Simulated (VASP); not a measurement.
Here is a VASP 6.6.1 calculation.

The input INCAR:

```
PREC = Accurate ; ENCUT = 520
EDIFF = 1E-6 ; ISMEAR = 0
SIGMA = 0.1 ; LREAL = F
LASPH = T ; NELM = 100
ALGO = Normal ; ISIF = 2
LWAVE = F ; LCHARG = F
GGA = PE ; NBANDS = 11
```

The input KPOINTS:

```
Automatic mesh
0
Gamma
  5 5 5
```

Contents of POSCAR:

```
Pt
1.0
    0.0000000000      1.9609000000      1.9609000000
    1.9609000000      0.0000000000      1.9609000000
    1.9609000000      1.9609000000      0.0000000000
Pt
1
Direct
    0.0000000000      0.0000000000      0.0000000000
```

Potentials or basis: VASP PAW PBE potentials, release 64 (Pt).

Launch:

```console
$ cat potpaw_PBE.64/Pt/POTCAR > POTCAR
$ mpirun -np 1 vasp_std > vasp.out
```

Task: Predict the pressure.

Result: 14.6 GPa.

Task: Estimate the band gap on the k mesh.

Result: Zero (band 5 reaches 11.34 eV, above the bottom of band 6 at 9.59 eV).

Caveat: the k points lie up to 0.55 Å⁻¹ apart; spin-orbit coupling is left out, which moves the levels of the heavy elements.
